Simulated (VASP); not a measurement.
# HfH3Cl (Cmcm) in VASP: notebook, part 2 of 2

VASP 6.6.1.

### 3 Single point, PBE

This run uses another cell than the first one, of 15.29 Å³/atom.

The input, INCAR:

```
SYSTEM = HfH3Cl
PREC = Accurate
ENCUT = 520
EDIFF = 1E-7
ISMEAR = 0
SIGMA = 0.1
LREAL = .FALSE.
LASPH = .TRUE.
NELM = 80
ALGO = Normal
ISIF = 2
LWAVE = .FALSE.
LCHARG = .TRUE.
GGA = PE
LELF = .TRUE.
LVHAR = .TRUE.
NBANDS = 31
```

The input, KPOINTS:

```
Automatic mesh
0
G
  10 10 6
  0 0 0
```

The input, POSCAR:

```
HfH3Cl
1.0
    1.7139169615     -6.3020884495      0.0000000000
    1.7139169615      6.3020884495      0.0000000000
    0.0000000000      0.0000000000      7.0768264087
Hf H Cl
2 6 2
Direct
    0.0000000000      0.0000000000      0.0000000000
    0.0000000000      0.0000000000      0.5000000000
    0.9249884411      0.0750115589      0.7500000000
    0.0750115589      0.9249884411      0.2500000000
    0.5759537398      0.4240462602      0.0622869214
    0.4240462602      0.5759537398      0.5622869214
    0.5759537398      0.4240462602      0.4377130786
    0.4240462602      0.5759537398      0.9377130786
    0.1436765700      0.8563234300      0.7500000000
    0.8563234300      0.1436765700      0.2500000000
```

Potentials or basis: VASP PAW PBE potentials, release 64 (Hf_pv, H, Cl).

The run is started by

```sh
cat potpaw_PBE.64/Hf_pv/POTCAR potpaw_PBE.64/H/POTCAR potpaw_PBE.64/Cl/POTCAR > POTCAR
mpirun -np 1 vasp_std > vasp.out
```

OUTCAR:

```text
SYSTEM = HfH3Cl
   PREC = Accurate
   ENCUT = 520
   EDIFF = 1E-7
   ISMEAR = 0
   LREAL = .FALSE.
   LASPH = .TRUE.
   NELM = 80
   ISIF = 2
   GGA = PE

 ion  position               nearest neighbor table
   1  0.000  0.000  0.000-   3 2.01   4 2.01   5 2.01   8 2.01   5 2.01   8 2.01   9 2.53  10 2.53
                             2 3.54   2 3.54
   2  0.000  0.000  0.500-   3 2.01   4 2.01   7 2.01   6 2.01   7 2.01   6 2.01   9 2.53  10 2.53
                             1 3.54   1 3.54
   3  0.925  0.075  0.750-   1 2.01   2 2.01
   4  0.075  0.925  0.250-   1 2.01   2 2.01
   5  0.576  0.424  0.062-   1 2.01   1 2.01
   6  0.424  0.576  0.562-   2 2.01   2 2.01
   7  0.576  0.424  0.438-   2 2.01   2 2.01
   8  0.424  0.576  0.938-   1 2.01   1 2.01
   9  0.144  0.856  0.750-   1 2.53   2 2.53
  10  0.856  0.144  0.250-   1 2.53   2 2.53

  LATTYP: Found a base centered orthorhombic cell.
 ALAT       =     3.4278339230
 B/A-ratio  =     3.6770092082
 C/A-ratio  =     2.0645184591

  Lattice vectors:

 A1 = (   1.7139169615,  -6.3020884495,   0.0000000000)
 A2 = (   1.7139169615,   6.3020884495,   0.0000000000)
 A3 = (   0.0000000000,   0.0000000000,   7.0768264087)

Analysis of symmetry for initial positions (statically):
=====================================================================
 Subroutine PRICEL returns:
 Original cell was already a primitive cell.

 Routine SETGRP: Setting up the symmetry group for a
 base centered orthorhombic supercell.

 Subroutine GETGRP returns: Found  8 space group operations
 (whereof  4 operations were pure point group operations)
 out of a pool of  8 trial point group operations.

The static configuration has the point symmetry C_2h.
[... 154 lines left out ...]
  Thomas-Fermi vector in A             =   2.181947
   LORBIT       =      0    0 simple, 1 ext, 2 COOP (PROOUT), +10 PAW based schemes
   GGA     = PE    functional components
   LHFCALC =     F    Hartree Fock is set to
   AEXX    =    0.0000 exact exchange contribution
   IVDW    =     0    specifies the selected vdW correction
   LEPSILON=     F    determine dielectric tensor
   LRPA    =     F    only Hartree local field effects (RPA)
 non-spin polarized calculation
 Gauss-broadening in eV      SIGMA  =   0.10
  energy-cutoff  :      520.00
  volume of cell :      152.88
 maximum number of plane-waves:      4162
 NGX is ok and might be reduce to    50
   NGX = 25   NGY = 25   NGZ = 27

 number of electron      39.9999996 magnetization

 Free energy of the ion-electron system (eV)
  ---------------------------------------------------
  ext. energy  EPLUGINS =         0.00000000
  ---------------------------------------------------
  free energy    TOTEN  =       -48.28250680 eV

  energy without entropy =      -48.27498750  energy(sigma->0) =      -48.27874715

 E-fermi :   1.6296     XC(G=0):  -8.1798

 val. band max:        1.6252795834   @ k =  -0.4000   0.3000   0.0000
 cond. band min:       1.6492512196   @ k =  -0.3000   0.3000   0.1667
 fundamental gap:      0.0239716363
 Fermi energy:         1.6296371304

 k-point     1 :       0.0000    0.0000    0.0000
  band No.  band energies     occupation
      1     -30.5934      2.00000
      2     -30.4914      2.00000
      3     -30.1443      2.00000
      4     -30.0387      2.00000
      5     -29.9587      2.00000
      6     -29.9475      2.00000
[... 805 lines left out ...]
     30       7.0056      0.00000
     31       7.8711      0.00000

 [... further k-points ...]

------------------------ aborting loop because EDIFF is reached ----------------------------------------

  FORCE on cell =-STRESS in cart. coord.  units (eV):
  Direction    XX          YY          ZZ          XY          YZ          ZX
  --------------------------------------------------------------------------------------
  -------------------------------------------------------------------------------------
  Total       -0.3859253     -0.4728010     -0.5483945      0.0000000      0.0000000      0.0000000
  in kB       -4.0445581     -4.9550284     -5.7472607      0.0000000      0.0000000      0.0000000
  external PRESSURE =      -4.9156157 kB  Pullay stress =       0.0000000 kB

 VOLUME and BASIS-vectors are now :
 -----------------------------------------------------------------------------
  energy-cutoff  :      520.00
  volume of cell :      152.88
      direct lattice vectors                 reciprocal lattice vectors
     1.713916962 -6.302088450  0.000000000     0.291729419 -0.079338779  0.000000000
     1.713916962  6.302088450  0.000000000     0.291729419  0.079338779  0.000000000
     0.000000000  0.000000000  7.076826409     0.000000000  0.000000000  0.141306278

 POSITION                                       TOTAL-FORCE (eV/Angst)
 -----------------------------------------------------------------------------------
      0.00000      0.00000      0.00000         0.000000     -0.000000      0.000000
      0.00000      0.00000      3.53841         0.000000      0.000000      0.000000
      1.71392     -5.35663      5.30762         0.000000     -0.023463      0.000000
      1.71392      5.35663      1.76921         0.000000      0.023463      0.000000
      1.71392     -0.95733      0.44079         0.000000      0.012926     -0.011615
      1.71392      0.95733      3.97921         0.000000     -0.012926     -0.011615
      1.71392     -0.95733      3.09762         0.000000      0.012926      0.011615
      1.71392      0.95733      6.63603         0.000000     -0.012926      0.011615
      1.71392      4.49116      5.30762         0.000000      0.077679      0.000000
      1.71392     -4.49116      1.76921         0.000000     -0.077679     -0.000000
 -----------------------------------------------------------------------------------
    total drift:                                0.000000     -0.000000     -0.000000

  FREE ENERGIE OF THE ION-ELECTRON SYSTEM (eV)
  ---------------------------------------------------
  free  energy   TOTEN  =       -48.2825067998 eV

  energy  without entropy=      -48.2749875045  energy(sigma->0) =      -48.27874715
```

OSZICAR:

```text
N       E                     dE             d eps       ncg     rms          rms(c)
DAV:   1     0.190255933631E+03    0.19026E+03   -0.19112E+04  7968   0.112E+03
DAV:   2    -0.370308505790E+02   -0.22729E+03   -0.21870E+03  9669   0.263E+02
DAV:   3    -0.530959022282E+02   -0.16065E+02   -0.15960E+02  9802   0.582E+01
DAV:   4    -0.533739197166E+02   -0.27802E+00   -0.27769E+00 10035   0.876E+00
DAV:   5    -0.533796212715E+02   -0.57016E-02   -0.57011E-02  9851   0.124E+00    0.710E+01
DAV:   6    -0.491443089747E+02    0.42353E+01   -0.49650E+00  8843   0.981E+00    0.482E+01
DAV:   7    -0.487445760732E+02    0.39973E+00   -0.95673E+00  9104   0.130E+01    0.768E+00
DAV:   8    -0.483089710164E+02    0.43561E+00   -0.29131E+00  8661   0.712E+00    0.183E+00
DAV:   9    -0.482810713071E+02    0.27900E-01   -0.16605E-01  8978   0.210E+00    0.147E+00
DAV:  10    -0.482818326401E+02   -0.76133E-03   -0.18278E-02  9350   0.570E-01    0.130E+00
DAV:  11    -0.482827361007E+02   -0.90346E-03   -0.31761E-03  9687   0.262E-01    0.194E-01
DAV:  12    -0.482824018294E+02    0.33427E-03   -0.11924E-03  9263   0.143E-01    0.179E-01
DAV:  13    -0.482824872768E+02   -0.85447E-04   -0.12933E-04  9581   0.603E-02    0.117E-01
DAV:  14    -0.482825049629E+02   -0.17686E-04   -0.22175E-05  9172   0.252E-02    0.194E-02
DAV:  15    -0.482825068309E+02   -0.18680E-05   -0.45538E-06 10196   0.119E-02    0.109E-02
DAV:  16    -0.482825067998E+02    0.31056E-07   -0.71449E-07  9389   0.394E-03
   1 F= -.48282507E+02 E0= -.48278747E+02  d E =-.751930E-02
```

Run time: 9.4 min. Hardware: 1 thread of AMD EPYC 9R45 (Zen 5), shared host; peak memory 0.68 GiB.

What came out:

* Free energy: -48.2825 eV
* Pressure: -0.5 GPa
* Largest force: 0.078 eV/Å
* Band gap on the k mesh: zero (bands 20 and 21 overlap by 0.15 eV)

Forces on the atoms (eV/Å):
```
Hf   0.000  0.000  0.000
Hf   0.000  0.000  0.000
H    0.000 -0.023  0.000
H    0.000  0.023  0.000
H    0.000  0.013 -0.012
H    0.000 -0.013 -0.012
H    0.000  0.013  0.012
H    0.000 -0.013  0.012
Cl   0.000  0.078  0.000
Cl   0.000 -0.078  0.000
```

Stress tensor (GPa, compression positive):
```
-0.40  0.00  0.00
 0.00 -0.50  0.00
 0.00  0.00 -0.57
```

Caveat: spin-orbit coupling is left out, which moves the levels of the heavy elements.

The gap in the log of VASP goes by the Fermi energy; the results here count the filled bands.